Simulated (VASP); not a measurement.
Zn:

```
Zn
1.0
     4.95539    0.00000    0.00000
     0.00000    4.95539    0.00000
     0.00000    0.00000    4.95539
Zn
8
Direct
  0.00000 0.00000 0.00000
  0.50000 0.50000 0.50000
  0.25000 0.00000 0.50000
  0.75000 0.00000 0.50000
  0.50000 0.25000 0.00000
  0.50000 0.75000 0.00000
  0.00000 0.50000 0.25000
  0.00000 0.50000 0.75000
```

* Program: VASP 6.6.1
* Task: relaxation of cell and atoms
* Functional: RPBE
* Potentials or basis: VASP PAW PBE potentials, release 64 (Zn)
* Cutoff: 500 eV
* k mesh: 5 × 5 × 5
* Occupations: fermi-dirac, width 0.1 eV
* Spin: no spin polarisation

At the start: pressure 3.8 GPa; volume 15.21 Å³/atom.

**Question.** Where does the relaxation end?

**Answer.** Over 3 steps the energy falls by 9.6 meV/atom and the volume is 16.09 Å³/atom (+5.8 %); space group Pm-3n (No. 223, to 0.05 Å).

Step by step:
| step | energy change (eV) | largest force (eV/Å) | pressure (GPa) | volume (Å³) |
| --- | --- | --- | --- | --- |
| 1 | 0.0000 | 0.0000 | 3.78 | 121.68 |
| 2 | -0.0766 | 0.0000 | 0.26 | 128.11 |
| 3 | -0.0769 | 0.0000 | -0.04 | 128.70 |

Final structure:
```yaml
crystal:
  lattice:
    - [5.04882, 0.00000, 0.00000]
    - [0.00000, 5.04882, 0.00000]
    - [0.00000, 0.00000, 5.04882]
  atoms:
    - { symbol: Zn, position: [0.00000, 0.00000, 0.00000] }
    - { symbol: Zn, position: [0.50000, 0.50000, 0.50000] }
    - { symbol: Zn, position: [0.25000, 0.00000, 0.50000] }
    - { symbol: Zn, position: [0.75000, 0.00000, 0.50000] }
    - { symbol: Zn, position: [0.50000, 0.25000, 0.00000] }
    - { symbol: Zn, position: [0.50000, 0.75000, 0.00000] }
    - { symbol: Zn, position: [0.00000, 0.50000, 0.25000] }
    - { symbol: Zn, position: [0.00000, 0.50000, 0.75000] }
```

Caveat: the PAW data sets were made with another functional, which shifts forces and pressure a little.
